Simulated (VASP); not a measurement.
SnGeTe2:

```xyz
4
Lattice="2.1810 1.2592 7.1479 -2.1810 1.2592 7.1479 0.0000 -2.5184 7.1479" Properties=species:S:1:pos:R:3 pbc="T T T"
Ge    2.1810    1.2592    7.1479
Sn    0.0000    0.0000   10.7219
Te    0.0000    0.0000    5.4852
Te    0.0000    0.0000   15.9586
```

Base run:

| Quantity | Value |
| --- | --- |
| Program | VASP 6.6.1 |
| Functional | r2SCAN |
| Potentials or basis | VASP PAW PBE potentials, release 64 (Ge_d, Sn_d, Te) |
| Cutoff | 520 eV |
| k mesh | 6 × 6 × 6 |
| Occupations | gaussian, width 0.01 eV |
| Spin | no spin polarisation |

Its results: band gap on the k mesh 0.25 eV (least direct gap 0.29 eV); pressure 0.0 GPa; largest force 0.007 eV/Å.

Question: The run is repeated on the same cell with these changes: functional from r2SCAN to PBE; k mesh from 6 × 6 × 6 to 8 × 8 × 8. What comes out?

Answer: Band gap on the k mesh 0.23 eV (least direct gap 0.25 eV); pressure 0.8 GPa; largest force 0.033 eV/Å.

Several settings changed at once.

Caveats: spin-orbit coupling is left out, which moves the levels of the heavy elements; the PAW data sets were made with another functional, which shifts forces and pressure a little (at least some runs).

A k mesh can miss the band edges.
